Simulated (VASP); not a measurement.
# Ge3S4 (P-43m) in VASP: a series of runs

Ge3S4 is run at these levels: PBE; tasks: relaxation of cell and atoms, single point.

Everything below comes from runs of VASP 6.6.1. Logs are shortened: lines on timing, memory, paths and dates and some standing lists are left out, and cuts for length are marked.

### Step 1. The cell of the first run

The structure is cubic, space group P-43m (No. 215). Conventional cell: a = 5.790 Å, b = 5.790 Å, c = 5.790 Å, α = 90.00°, β = 90.00°, γ = 90.00°. Ge (site symmetry -42m) has 4 S at 2.48 Å within 3.3 Å. S (site symmetry 3m) has 3 Ge at 2.48 Å within 3.3 Å.

### Step 2. Relaxation of cell and atoms, PBE

Input file INCAR:

```
SYSTEM = Ge3S4
ALGO = Normal
EDIFF = 1E-6
EDIFFG = -0.01
ENCUT = 600
GGA = PE
IBRION = 2
ISIF = 3
ISMEAR = 0
LASPH = .True.
LCHARG = .False.
LREAL = .False.
LWAVE = .False.
NELM = 100
NSW = 100
PREC = Accurate
SIGMA = 0.1
```

Input file KPOINTS:

```
k-points
0
Gamma
  8 8 8
  0 0 0
```

Input file POSCAR:

```
Ge3S4
1.0
    5.7895631810      0.0000000000      0.0000000000
    0.0000000000      5.7895631810      0.0000000000
    0.0000000000      0.0000000000      5.7895631810
Ge S
3 4
Direct
    0.0000000000      0.0000000000      0.5000000000
    0.5000000000      0.0000000000      0.0000000000
    0.0000000000      0.5000000000      0.0000000000
    0.2416987492      0.7583012508      0.2416987492
    0.7583012508      0.2416987492      0.2416987492
    0.2416987492      0.2416987492      0.7583012508
    0.7583012508      0.7583012508      0.7583012508
```

Potentials or basis: VASP PAW PBE potentials, release 64 (Ge_d, S).

Started as:

```console
$ cat potpaw_PBE.64/Ge_d/POTCAR potpaw_PBE.64/S/POTCAR > POTCAR
$ mpirun -np 1 vasp_std > vasp.out
```

OUTCAR:

```text
SYSTEM = Ge3S4
   EDIFF = 1E-6
   EDIFFG = -0.01
   ENCUT = 600
   GGA = PE
   IBRION = 2
   ISIF = 3
   ISMEAR = 0
   LASPH = .True.
   LREAL = .False.
   NELM = 100
   NSW = 100
   PREC = Accurate

 ion  position               nearest neighbor table
   1  0.000  0.000  0.500-   4 2.48   5 2.48   6 2.48   7 2.48
   2  0.500  0.000  0.000-   4 2.48   5 2.48   6 2.48   7 2.48
   3  0.000  0.500  0.000-   4 2.48   5 2.48   6 2.48   7 2.48
   4  0.242  0.758  0.242-   1 2.48   2 2.48   3 2.48
   5  0.758  0.242  0.242-   1 2.48   2 2.48   3 2.48
   6  0.242  0.242  0.758-   1 2.48   2 2.48   3 2.48
   7  0.758  0.758  0.758-   1 2.48   2 2.48   3 2.48

  LATTYP: Found a simple cubic cell.
 ALAT       =     5.7895631810

  Lattice vectors:

 A1 = (   5.7895631810,   0.0000000000,   0.0000000000)
 A2 = (   0.0000000000,   5.7895631810,   0.0000000000)
 A3 = (   0.0000000000,   0.0000000000,   5.7895631810)

Analysis of symmetry for initial positions (statically):
=====================================================================
 Subroutine PRICEL returns:
 Original cell was already a primitive cell.

 Routine SETGRP: Setting up the symmetry group for a
 simple cubic supercell.

 Subroutine GETGRP returns: Found 24 space group operations
 (whereof 24 operations were pure point group operations)
 out of a pool of 48 trial point group operations.

The static configuration has the point symmetry T_d .

Analysis of symmetry for dynamics (positions and initial velocities):
=====================================================================
 Subroutine PRICEL returns:
 Original cell was already a primitive cell.

 Routine SETGRP: Setting up the symmetry group for a
 simple cubic supercell.

 Subroutine GETGRP returns: Found 24 space group operations
 (whereof 24 operations were pure point group operations)
 out of a pool of 48 trial point group operations.

The dynamic configuration has the point symmetry T_d .

 Subroutine INISYM returns: Found 24 space group operations
 (whereof 24 operations are pure point group operations),
 and found     1 'primitive' translations

----------------------------------------------------------------------------------------

                                     Primitive cell

  volume of cell :     194.0606

  direct lattice vectors                    reciprocal lattice vectors
     5.789563181  0.000000000  0.000000000     0.172724603  0.000000000  0.000000000
     0.000000000  5.789563181  0.000000000     0.000000000  0.172724603  0.000000000
     0.000000000  0.000000000  5.789563181     0.000000000  0.000000000  0.172724603

  length of vectors
     5.789563181  5.789563181  5.789563181     0.172724603  0.172724603  0.172724603

  position of ions in fractional coordinates (direct lattice)
     0.000000000  0.000000000  0.500000000
     0.500000000  0.000000000  0.000000000
     0.000000000  0.500000000  0.000000000
     0.241698749  0.758301251  0.241698749
     0.758301251  0.241698749  0.241698749
     0.241698749  0.241698749  0.758301251
     0.758301251  0.758301251  0.758301251

  ion indices of the primitive-cell ions
   primitive index   ion index
                 1           1
                 2           2
                 3           3
                 4           4
                 5           5
                 6           6
                 7           7

----------------------------------------------------------------------------------------

 KPOINTS: k-points

Automatic generation of k-mesh.
 Grid dimensions read from file:
 generate k-points for:    8    8    8

 Generating k-lattice:

  Cartesian coordinates                     Fractional coordinates (reciprocal lattice)
     0.021590575  0.000000000  0.000000000     0.125000000  0.000000000  0.000000000
     0.000000000  0.021590575  0.000000000     0.000000000  0.125000000  0.000000000
     0.000000000  0.000000000  0.021590575     0.000000000  0.000000000  0.125000000

  Length of vectors
     0.021590575  0.021590575  0.021590575

  Shift w.r.t. Gamma in fractional coordinates (k-lattice)
     0.000000000  0.000000000  0.000000000

 Subroutine IBZKPT returns following result:
 ===========================================

 Found     35 irreducible k-points:

 Following reciprocal coordinates:
            Coordinates               Weight
  0.000000  0.000000  0.000000      1.000000
  0.125000  0.000000  0.000000      6.000000
  0.250000  0.000000  0.000000      6.000000
  0.375000  0.000000  0.000000      6.000000
  0.500000  0.000000  0.000000      3.000000
  0.125000  0.125000  0.000000     12.000000
[... 16 lines left out ...]
  0.375000  0.375000  0.125000     24.000000
  0.500000  0.375000  0.125000     24.000000
 [... further k-points ...]
   k-points           NKPTS =     35   k-points in BZ     NKDIM =     35   number of bands    NBANDS=     39
   number of dos      NEDOS =    301   number of ions     NIONS =      7
   total plane-waves  NPLWV = 110592
   dimension x,y,z NGX =    48 NGY =   48 NGZ =   48
   dimension x,y,z NGXF=    96 NGYF=   96 NGZF=   96
   ions per type =               3   4
   NGX,Y,Z   is equivalent  to a cutoff of  13.78, 13.78, 13.78 a.u.
   NGXF,Y,Z  is equivalent  to a cutoff of  27.57, 27.57, 27.57 a.u.
 SYSTEM =  Ge3S4
   PREC   = accura    normal or accurate (medium, high low for compatibility)
   ISTART =      0    job   : 0-new  1-cont  2-samecut
   ICHARG =      2    charge: 1-file 2-atom 10-const
   ISPIN  =      1    spin polarized calculation?
   LNONCOLLINEAR =      F non collinear calculations
   LSORBIT =      F    spin-orbit coupling
   LASPH  =      T    aspherical Exc in radial PAW
   ENCUT  =  600.0 eV  44.10 Ry    6.64 a.u.  11.56 11.56 11.56*2*pi/ulx,y,z
   NELM   =    100;   NELMIN=  2; NELMDL= -5     # of ELM steps
   EDIFF  = 0.1E-05   stopping-criterion for ELM
   LREAL  =      F    real-space projection
   EDIFFG = -.1E-01   stopping-criterion for IOM
   NSW    =    100    number of steps for IOM
   IBRION =      2    ionic relax: 0-MD 1-quasi-New 2-CG
   NFREE  =      1    steps in history (QN), initial steepest desc. (CG)
   ISIF   =      3    stress and relaxation
   ISYM   =      2    0-nonsym 1-usesym 2-fastsym
   POTIM  = 0.5000    time-step for ionic-motion
   TEBEG  =    0.0;   TEEND  =   0.0 temperature during run
   PSTRESS=    0.0 pullay stress
   NELECT =      66.0000    total number of electrons
   NUPDOWN=      -1.0000    fix difference up-down
   EMIN   =  10.00;   EMAX   =-10.00  energy-range for DOS
   EFERMI =   0.00;   METHOD = LEGACY
   ISMEAR =     0;   SIGMA  =   0.10  broadening in eV -4-tet -1-fermi 0-gaus
   EFERMI_NEDOS =   21; number of points for ismear=-14 and -15
   IALGO  =     38    algorithm
   IMIX   =      4    mixing-type and parameters
     AMIX     =   0.40;   BMIX     =  1.00
     AMIX_MAG =   1.60;   BMIX_MAG =  1.00
  volume/ion in A,a.u.               =      27.72       187.08
  Fermi-wavevector in a.u.,A,eV,Ry     =   1.142730  2.159447 17.766925  1.305832
  Thomas-Fermi vector in A             =   2.279427
   LORBIT       =      0    0 simple, 1 ext, 2 COOP (PROOUT), +10 PAW based schemes
   GGA     = PE    functional components
   LHFCALC =     F    Hartree Fock is set to
   AEXX    =    0.0000 exact exchange contribution
   IVDW    =     0    specifies the selected vdW correction
   LEPSILON=     F    determine dielectric tensor
   LRPA    =     F    only Hartree local field effects (RPA)
 conjugate gradient relaxation of ions
 non-spin polarized calculation
 Gauss-broadening in eV      SIGMA  =   0.10
  energy-cutoff  :      600.00
  volume of cell :      194.06
 maximum number of plane-waves:      6503
 NGX is ok and might be reduce to    48
   NGX = 23   NGY = 23   NGZ = 23

 number of electron      66.0000037 magnetization

 Free energy of the ion-electron system (eV)
  ---------------------------------------------------
  ext. energy  EPLUGINS =         0.00000000
  ---------------------------------------------------
  free energy    TOTEN  =       -30.08196238 eV

  energy without entropy =      -30.05185216  energy(sigma->0) =      -30.06690727

 E-fermi :   2.9028     XC(G=0):  -8.3429

 val. band max:        2.8858354697   @ k =   0.1250   0.1250   0.1250
 cond. band min:       2.9158889020   @ k =   0.5000   0.1250   0.1250
 fundamental gap:      0.0300534323
 Fermi energy:         2.9028015914

 k-point     1 :       0.0000    0.0000    0.0000
  band No.  band energies     occupation
      1     -22.3593      2.00000
      2     -22.3593      2.00000
      3     -22.3593      2.00000
      4     -22.3532      2.00000
      5     -22.3532      2.00000
      6     -22.3532      2.00000
[... 31 lines left out ...]
     38       6.2226      0.00000
     39       6.2226      0.00000

 k-point     2 :       0.1250    0.0000    0.0000
  band No.  band energies     occupation
      1     -22.3591      2.00000
      2     -22.3590      2.00000
      3     -22.3590      2.00000
      4     -22.3533      2.00000
      5     -22.3531      2.00000
      6     -22.3531      2.00000
[... 31 lines left out ...]
     38       6.0888      0.00000
     39       6.2895      0.00000

 k-point     3 :       0.2500    0.0000    0.0000
  band No.  band energies     occupation
      1     -22.3587      2.00000
      2     -22.3583      2.00000
      3     -22.3583      2.00000
      4     -22.3538      2.00000
      5     -22.3529      2.00000
      6     -22.3529      2.00000
[... 31 lines left out ...]
     38       5.7877      0.00000
     39       6.4488      0.00000

 k-point     4 :       0.3750    0.0000    0.0000
  band No.  band energies     occupation
      1     -22.3581      2.00000
      2     -22.3576      2.00000
      3     -22.3576      2.00000
      4     -22.3544      2.00000
      5     -22.3523      2.00000
      6     -22.3523      2.00000
[... 31 lines left out ...]
     38       5.4631      0.00000
     39       6.4774      0.00000
[... 754 lines left out ...]
     38       5.9744      0.00000
     39       6.1449      0.00000

 k-point    23 :       0.3750    0.3750    0.1250
  band No.  band energies     occupation
      1     -22.3578      2.00000
      2     -22.3564      2.00000
      3     -22.3554      2.00000
      4     -22.3546      2.00000
      5     -22.3526      2.00000
      6     -22.3521      2.00000
[... 31 lines left out ...]
     38       5.9716      0.00000
     39       6.2547      0.00000

 k-point    24 :       0.5000    0.3750    0.1250
  band No.  band energies     occupation
      1     -22.3577      2.00000
      2     -22.3563      2.00000
      3     -22.3551      2.00000
      4     -22.3546      2.00000
      5     -22.3526      2.00000
      6     -22.3519      2.00000
[... 31 lines left out ...]
     38       5.9814      0.00000
     39       6.2647      0.00000

 [... further k-points ...]
[... 5 lines left out ...]
  --------------------------------------------------------------------------------------
  -------------------------------------------------------------------------------------
  Total        0.0340999      0.0340999      0.0340999      0.0000000      0.0000000      0.0000000
  in kB        0.2815307      0.2815307      0.2815307      0.0000000      0.0000000      0.0000000
  external PRESSURE =       0.2815307 kB  Pullay stress =       0.0000000 kB

 VOLUME and BASIS-vectors are now :
 -----------------------------------------------------------------------------
  energy-cutoff  :      600.00
  volume of cell :      194.06
      direct lattice vectors                 reciprocal lattice vectors
     5.789563181  0.000000000  0.000000000     0.172724603  0.000000000  0.000000000
     0.000000000  5.789563181  0.000000000     0.000000000  0.172724603  0.000000000
     0.000000000  0.000000000  5.789563181     0.000000000  0.000000000  0.172724603

 POSITION                                       TOTAL-FORCE (eV/Angst)
 -----------------------------------------------------------------------------------
      0.00000      0.00000      2.89478        -0.000000     -0.000000      0.000000
      2.89478      0.00000      0.00000        -0.000000     -0.000000      0.000000
      0.00000      2.89478      0.00000         0.000000     -0.000000      0.000000
      1.39933      4.39023      1.39933         0.000666     -0.000666      0.000666
      4.39023      1.39933      1.39933        -0.000666      0.000666      0.000666
      1.39933      1.39933      4.39023         0.000666      0.000666     -0.000666
      4.39023      4.39023      4.39023        -0.000666     -0.000666     -0.000666
 -----------------------------------------------------------------------------------
    total drift:                                0.000000      0.000000     -0.000000

  FREE ENERGIE OF THE ION-ELECTRON SYSTEM (eV)
  ---------------------------------------------------
  free  energy   TOTEN  =       -30.0819623819 eV

  energy  without entropy=      -30.0518521631  energy(sigma->0) =      -30.06690727

 reached required accuracy - stopping structural energy minimisation
```

Wall time 1.9 min (1 thread of Intel Xeon 6975P-C (Granite Rapids), shared host); peak memory 0.45 GiB.

What came out:

| Property | Result |
| --- | --- |
| Free energy | -30.0820 eV |
| Pressure after relaxing | 0.0 GPa |
| Band gap on the k mesh | zero (band 33 reaches 3.16 eV, above the bottom of band 34 at 1.40 eV) |

Final structure:
```
Ge S
1.0
     5.78956    0.00000    0.00000
     0.00000    5.78956    0.00000
     0.00000    0.00000    5.78956
Ge S
3 4
Direct
  0.00000 0.00000 0.50000
  0.50000 0.00000 0.00000
  0.00000 0.50000 0.00000
  0.24170 0.75830 0.24170
  0.75830 0.24170 0.24170
  0.24170 0.24170 0.75830
  0.75830 0.75830 0.75830
```

Caveat: the relaxation stopped at its first step, so nothing moved.

### Step 3. Single point, PBE

Input file INCAR:

```
PREC = Accurate ; ENCUT = 520
EDIFF = 1E-6 ; ISMEAR = 0
SIGMA = 0.1 ; LREAL = F
LASPH = T ; NELM = 100
ALGO = Normal ; ISIF = 2
LWAVE = F ; LCHARG = F
GGA = PE ; NBANDS = 42
```

Input file KPOINTS:

```
Automatic mesh
0
Gamma
  8 8 8
```

POSCAR is that of step 2.

Potentials or basis: VASP PAW PBE potentials, release 64 (Ge_d, S).

Started as:

```console
$ cat potpaw_PBE.64/Ge_d/POTCAR potpaw_PBE.64/S/POTCAR > POTCAR
$ mpirun -np 1 vasp_std > vasp.out
```

It took 2 min on 1 thread of Intel Xeon 6975P-C (Granite Rapids), shared host; peak memory 0.42 GiB.

It converged, with:

```
Free energy            : -30.0814 eV
Pressure               : 0.0 GPa
Band gap on the k mesh : zero (band 33 reaches 3.16 eV, above the bottom of band 34 at 1.40 eV)
```

Levels at points of the mesh, in eV from the Fermi level:
```
           k point  band 29  band 30  band 31  band 32  band 33  band 34  band 35  band 36  band 37  band 38
(0.00, 0.00, 0.00)    -2.41    -1.99    -1.99    -1.99    -0.18    -0.18     0.43     0.43     0.43     3.32
(0.50, 0.00, 0.00)    -2.65    -2.28    -2.28    -0.69     0.26     0.56     0.82     2.40     2.67     2.67
(0.50, 0.50, 0.00)    -2.78    -2.14    -2.14    -0.59    -0.59     0.26     2.42     2.87     2.87     2.88
(0.50, 0.50, 0.50)    -2.31    -2.31    -2.31    -1.51    -1.51    -1.51     2.39     2.39     2.39     3.19
```

(Continued in part 2 of 2.)
